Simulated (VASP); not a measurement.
# Bi2Te2Se (R-3m) in VASP: single point with r2SCAN

Aim: the single point of Bi2Te2Se with r2SCAN.

All numbers are computed with VASP 6.6.1; they aren't measurements. Logs are shortened: lines on timing, memory, paths and dates and some standing lists are left out, and cuts for length are marked.

### 1 The cell of the first run

It takes space group R-3m (No. 166, trigonal). The conventional cell has a = 4.407 Å, b = 4.407 Å, c = 32.380 Å, α = 90.00°, β = 90.00°, γ = 120.00°. Bi (site symmetry 3m) has 3 Te at 3.11 Å and 3 Se at 3.17 Å within 4.1 Å. Within 4.1 Å of Te (site symmetry 3m) lie 3 Bi at 3.11 Å. Within 4.2 Å of Se (site symmetry -3m) lie 6 Bi at 3.17 Å.

### 2 Single point, r2SCAN

POSCAR reads:

```
Bi2Te2Se
1.0
    2.2033517013      1.2721056633     10.7931839243
   -2.2033517013      1.2721056633     10.7931839243
    0.0000000000     -2.5442113266     10.7931839243
Bi Te Se
2 2 1
Direct
    0.6082790000      0.6082790000      0.6082790000
    0.3917210000      0.3917210000      0.3917210000
    0.2195950000      0.2195950000      0.2195950000
    0.7804050000      0.7804050000      0.7804050000
    0.0000000000      0.0000000000      0.0000000000
```

INCAR.step1 reads:

```
SYSTEM = Bi2Te2Se
ALGO = Normal ; EDIFF = 1E-4
ENCUT = 520 ; GGA = PE
ISMEAR = 0 ; LASPH = .TRUE.
LCHARG = .FALSE. ; LREAL = .FALSE.
LWAVE = .TRUE. ; NBANDS = 32
NELM = 80 ; PREC = Accurate
SIGMA = 0.01
```

INCAR.step2 reads:

```
SYSTEM = Bi2Te2Se
ALGO = Normal ; EDIFF = 1E-6
ENCUT = 520 ; ISIF = 2
ISMEAR = 0 ; ISTART = 1
LASPH = .TRUE. ; LCHARG = .FALSE.
LMIXTAU = .TRUE. ; LREAL = .FALSE.
LWAVE = .FALSE. ; METAGGA = R2SCAN
NBANDS = 32 ; NELM = 80
PREC = Accurate ; SIGMA = 0.01
```

KPOINTS reads:

```
k-points
0
G
  6 6 6
  0 0 0
```

Potentials or basis: VASP PAW PBE potentials, release 64 (Bi_d, Te, Se).

Started as:

```bash
$ cat potpaw_PBE.64/Bi_d/POTCAR potpaw_PBE.64/Te/POTCAR potpaw_PBE.64/Se/POTCAR > POTCAR
$ cp INCAR.step1 INCAR
$ mpirun -np 1 vasp_std > vasp.out
$ cp INCAR.step2 INCAR
$ mpirun -np 1 vasp_std > vasp.out
```

OUTCAR:

```text
SYSTEM = Bi2Te2Se
   EDIFF = 1E-6
   ENCUT = 520
   ISIF = 2
   ISMEAR = 0
   ISTART = 1
   LASPH = .TRUE.
   LREAL = .FALSE.
   METAGGA = R2SCAN
   NELM = 80
   PREC = Accurate

 ion  position               nearest neighbor table
   1  0.608  0.608  0.608-   3 3.11   3 3.11   3 3.11   5 3.17   5 3.17   5 3.17
   2  0.392  0.392  0.392-   4 3.11   4 3.11   4 3.11   5 3.17   5 3.17   5 3.17
   3  0.220  0.220  0.220-   1 3.11   1 3.11   1 3.11
   4  0.780  0.780  0.780-   2 3.11   2 3.11   2 3.11
   5  0.000  0.000  0.000-   1 3.17   2 3.17   1 3.17   1 3.17   2 3.17   2 3.17

  LATTYP: Found a trigonal (rhomboedric) cell.
 ALAT       =    11.0889959312
 COS(alpha) =     0.9210388985

  Lattice vectors:

 A1 = (   2.2033517013,   1.2721056633,  10.7931839243)
 A2 = (  -2.2033517013,   1.2721056633,  10.7931839243)
 A3 = (   0.0000000000,  -2.5442113266,  10.7931839243)

Analysis of symmetry for initial positions (statically):
=====================================================================
 Subroutine PRICEL returns:
 Original cell was already a primitive cell.

 Routine SETGRP: Setting up the symmetry group for a
 trigonal (rhombohedral) supercell.

 Subroutine GETGRP returns: Found 12 space group operations
 (whereof 12 operations were pure point group operations)
 out of a pool of 12 trial point group operations.

The static configuration has the point symmetry D_3d.

Analysis of symmetry for dynamics (positions and initial velocities):
=====================================================================
 Subroutine PRICEL returns:
 Original cell was already a primitive cell.

 Routine SETGRP: Setting up the symmetry group for a
 trigonal (rhombohedral) supercell.

 Subroutine GETGRP returns: Found 12 space group operations
 (whereof 12 operations were pure point group operations)
 out of a pool of 12 trial point group operations.

The dynamic configuration has the point symmetry D_3d.

 Subroutine INISYM returns: Found 12 space group operations
 (whereof 12 operations are pure point group operations),
 and found     1 'primitive' translations

----------------------------------------------------------------------------------------

                                     Primitive cell

  volume of cell :     181.5130

  direct lattice vectors                    reciprocal lattice vectors
     2.203351701  1.272105663 10.793183924     0.226927004  0.131016370  0.030883689
    -2.203351701  1.272105663 10.793183924    -0.226927004  0.131016370  0.030883689
     0.000000000 -2.544211327 10.793183924     0.000000000 -0.262032741  0.030883689

  length of vectors
    11.088995931 11.088995931 11.088995919     0.263846464  0.263846464  0.263846469

  position of ions in fractional coordinates (direct lattice)
     0.608279000  0.608279000  0.608279000
     0.391721000  0.391721000  0.391721000
     0.219595000  0.219595000  0.219595000
     0.780405000  0.780405000  0.780405000
     0.000000000  0.000000000  0.000000000

  ion indices of the primitive-cell ions
   primitive index   ion index
                 1           1
                 2           2
                 3           3
                 4           4
                 5           5

----------------------------------------------------------------------------------------

 KPOINTS: k-points

Automatic generation of k-mesh.
 Grid dimensions read from file:
 generate k-points for:    6    6    6

 Generating k-lattice:

  Cartesian coordinates                     Fractional coordinates (reciprocal lattice)
     0.037821167  0.021836062  0.005147281     0.166666667 -0.000000000  0.000000000
    -0.037821167  0.021836062  0.005147281    -0.000000000  0.166666667  0.000000000
     0.000000000 -0.043672123  0.005147281     0.000000000  0.000000000  0.166666667

  Length of vectors
     0.043974411  0.043974411  0.043974412

  Shift w.r.t. Gamma in fractional coordinates (k-lattice)
     0.000000000  0.000000000  0.000000000

 Subroutine IBZKPT returns following result:
 ===========================================

 Found     32 irreducible k-points:

 Following reciprocal coordinates:
            Coordinates               Weight
  0.000000  0.000000  0.000000      1.000000
  0.166667 -0.000000 -0.000000      6.000000
  0.333333 -0.000000 -0.000000      6.000000
  0.500000 -0.000000 -0.000000      3.000000
  0.166667  0.166667 -0.000000      6.000000
  0.333333  0.166667 -0.000000     12.000000
[... 16 lines left out ...]
  0.500000  0.500000  0.166667      6.000000
 -0.333333  0.500000  0.166667     12.000000
 [... further k-points ...]
   k-points           NKPTS =     32   k-points in BZ     NKDIM =     32   number of bands    NBANDS=     32
   number of dos      NEDOS =    301   number of ions     NIONS =      5
   total plane-waves  NPLWV = 592704
   dimension x,y,z NGX =    84 NGY =   84 NGZ =   84
   dimension x,y,z NGXF=   168 NGYF=  168 NGZF=  168
   ions per type =               2   2   1
   NGX,Y,Z   is equivalent  to a cutoff of  12.59, 12.59, 12.59 a.u.
   NGXF,Y,Z  is equivalent  to a cutoff of  25.19, 25.19, 25.19 a.u.
 SYSTEM =  Bi2Te2Se
   PREC   = accura    normal or accurate (medium, high low for compatibility)
   ISTART =      1    job   : 0-new  1-cont  2-samecut
   ICHARG =      0    charge: 1-file 2-atom 10-const
   ISPIN  =      1    spin polarized calculation?
   LNONCOLLINEAR =      F non collinear calculations
   LSORBIT =      F    spin-orbit coupling
   LASPH  =      T    aspherical Exc in radial PAW
   ENCUT  =  520.0 eV  38.22 Ry    6.18 a.u.  20.62 20.62 20.62*2*pi/ulx,y,z
   NELM   =     80;   NELMIN=  2; NELMDL=  0     # of ELM steps
   EDIFF  = 0.1E-05   stopping-criterion for ELM
   LREAL  =      F    real-space projection
   EDIFFG = 0.1E-04   stopping-criterion for IOM
   NSW    =      0    number of steps for IOM
   IBRION =     -1    ionic relax: 0-MD 1-quasi-New 2-CG
   NFREE  =      0    steps in history (QN), initial steepest desc. (CG)
   ISIF   =      2    stress and relaxation
   ISYM   =      2    0-nonsym 1-usesym 2-fastsym
   POTIM  = 0.5000    time-step for ionic-motion
   TEBEG  =    0.0;   TEEND  =   0.0 temperature during run
   PSTRESS=    0.0 pullay stress
   NELECT =      48.0000    total number of electrons
   NUPDOWN=      -1.0000    fix difference up-down
   EMIN   =  10.00;   EMAX   =-10.00  energy-range for DOS
   EFERMI =   0.00;   METHOD = LEGACY
   ISMEAR =     0;   SIGMA  =   0.01  broadening in eV -4-tet -1-fermi 0-gaus
   EFERMI_NEDOS =   21; number of points for ismear=-14 and -15
   IALGO  =     38    algorithm
   IMIX   =      4    mixing-type and parameters
     AMIX     =   0.40;   BMIX     =  1.00
     AMIX_MAG =   1.60;   BMIX_MAG =  1.00
  volume/ion in A,a.u.               =      36.30       244.98
  Fermi-wavevector in a.u.,A,eV,Ry     =   1.050798  1.985721 15.023237  1.104177
  Thomas-Fermi vector in A             =   2.185816
   LORBIT       =      0    0 simple, 1 ext, 2 COOP (PROOUT), +10 PAW based schemes
   METAGGA = R2SCAN    functional components
   LHFCALC =     F    Hartree Fock is set to
   AEXX    =    0.0000 exact exchange contribution
   IVDW    =     0    specifies the selected vdW correction
   LEPSILON=     F    determine dielectric tensor
   LRPA    =     F    only Hartree local field effects (RPA)
 non-spin polarized calculation
 Gauss-broadening in eV      SIGMA  =   0.01
  energy-cutoff  :      520.00
  volume of cell :      181.51
 maximum number of plane-waves:      4924
 NGX is ok and might be reduce to    84
   NGX = 41   NGY = 41   NGZ = 41

 number of electron      48.0000005 magnetization

 Free energy of the ion-electron system (eV)
  ---------------------------------------------------
  ext. energy  EPLUGINS =         0.00000000
  ---------------------------------------------------
  free energy    TOTEN  =      -183.76783128 eV

  energy without entropy =     -183.76783128  energy(sigma->0) =     -183.76783128

 E-fermi :   3.9975     XC(G=0):  -9.2491

 val. band max:        3.9484463744   @ k =   0.0000   0.0000   0.0000
 cond. band min:       4.6906734449   @ k =   0.0000   0.0000   0.0000
 fundamental gap:      0.7422270704
 Fermi energy:         3.9975444620

 k-point     1 :       0.0000    0.0000    0.0000
  band No.  band energies     occupation
      1     -19.5802      2.00000
      2     -19.5802      2.00000
      3     -19.5784      2.00000
      4     -19.5784      2.00000
      5     -19.5720      2.00000
      6     -19.5706      2.00000
[... 24 lines left out ...]
     31      10.4147      0.00000
     32      10.9486      0.00000

 k-point     2 :       0.1667   -0.0000   -0.0000
  band No.  band energies     occupation
      1     -19.5820      2.00000
      2     -19.5797      2.00000
      3     -19.5771      2.00000
      4     -19.5753      2.00000
      5     -19.5715      2.00000
      6     -19.5703      2.00000
[... 24 lines left out ...]
     31       9.6143      0.00000
     32      10.3845      0.00000

 k-point     3 :       0.3333   -0.0000   -0.0000
  band No.  band energies     occupation
      1     -19.5870      2.00000
      2     -19.5834      2.00000
      3     -19.5746      2.00000
      4     -19.5734      2.00000
      5     -19.5710      2.00000
      6     -19.5708      2.00000
[... 24 lines left out ...]
     31       8.7680      0.00000
     32      10.4513      0.00000

 k-point     4 :       0.5000   -0.0000   -0.0000
  band No.  band energies     occupation
      1     -19.5899      2.00000
      2     -19.5855      2.00000
      3     -19.5758      2.00000
      4     -19.5735      2.00000
      5     -19.5721      2.00000
      6     -19.5694      2.00000
[... 654 lines left out ...]
     31       9.0635      0.00000
     32      10.7791      0.00000

 k-point    23 :       0.5000    0.5000    0.1667
  band No.  band energies     occupation
      1     -19.5870      2.00000
      2     -19.5834      2.00000
      3     -19.5746      2.00000
      4     -19.5734      2.00000
      5     -19.5710      2.00000
      6     -19.5708      2.00000
[... 24 lines left out ...]
     31       8.8160      0.00000
     32      10.2039      0.00000

 k-point    24 :      -0.3333    0.5000    0.1667
  band No.  band energies     occupation
      1     -19.5863      2.00000
      2     -19.5828      2.00000
      3     -19.5757      2.00000
      4     -19.5736      2.00000
      5     -19.5718      2.00000
      6     -19.5706      2.00000
[... 24 lines left out ...]
     31       9.1068      0.00000
     32      10.3754      0.00000

 [... further k-points ...]
[... 5 lines left out ...]
  --------------------------------------------------------------------------------------
  -------------------------------------------------------------------------------------
  Total       -2.9596498     -2.9596497     -2.9632771      0.0000000      0.0000000      0.0000000
  in kB      -26.1242044    -26.1242030    -26.1562215      0.0000000      0.0000000      0.0000000
  external PRESSURE =     -26.1348763 kB  Pullay stress =       0.0000000 kB

 VOLUME and BASIS-vectors are now :
 -----------------------------------------------------------------------------
  energy-cutoff  :      520.00
  volume of cell :      181.51
      direct lattice vectors                 reciprocal lattice vectors
     2.203351701  1.272105663 10.793183924     0.226927004  0.131016370  0.030883689
    -2.203351701  1.272105663 10.793183924    -0.226927004  0.131016370  0.030883689
     0.000000000 -2.544211327 10.793183924     0.000000000 -0.262032741  0.030883689

 POSITION                                       TOTAL-FORCE (eV/Angst)
 -----------------------------------------------------------------------------------
      0.00000      0.00000     19.69580        -0.000000     -0.000000     -0.211014
      0.00000      0.00000     12.68375        -0.000000     -0.000000      0.211014
      0.00000      0.00000      7.11039        -0.000000     -0.000000      0.457382
      0.00000      0.00000     25.26916        -0.000000      0.000000     -0.457382
      0.00000      0.00000      0.00000         0.000000     -0.000000     -0.000000
 -----------------------------------------------------------------------------------
    total drift:                               -0.000000      0.000000     -0.000000

  FREE ENERGIE OF THE ION-ELECTRON SYSTEM (eV)
  ---------------------------------------------------
  free  energy   TOTEN  =      -183.7678312815 eV

  energy  without entropy=     -183.7678312815  energy(sigma->0) =     -183.76783128
```

Run time: 38 min. Hardware: 1 thread of Intel Xeon 6975P-C (Granite Rapids), shared host; peak memory 1.3 GiB.

Results:

* Free energy: -183.7678 eV
* Pressure: -2.6 GPa
* Largest force: 0.457 eV/Å
* Band gap on the k mesh: 0.74 eV, direct

Forces on the atoms (eV/Å):
```
Bi   0.000  0.000 -0.211
Bi   0.000  0.000  0.211
Te   0.000  0.000  0.457
Te   0.000  0.000 -0.457
Se   0.000  0.000  0.000
```

Caveat: the PAW data sets were made with another functional, which shifts forces and pressure a little; spin-orbit coupling is left out, which moves the levels of the heavy elements.
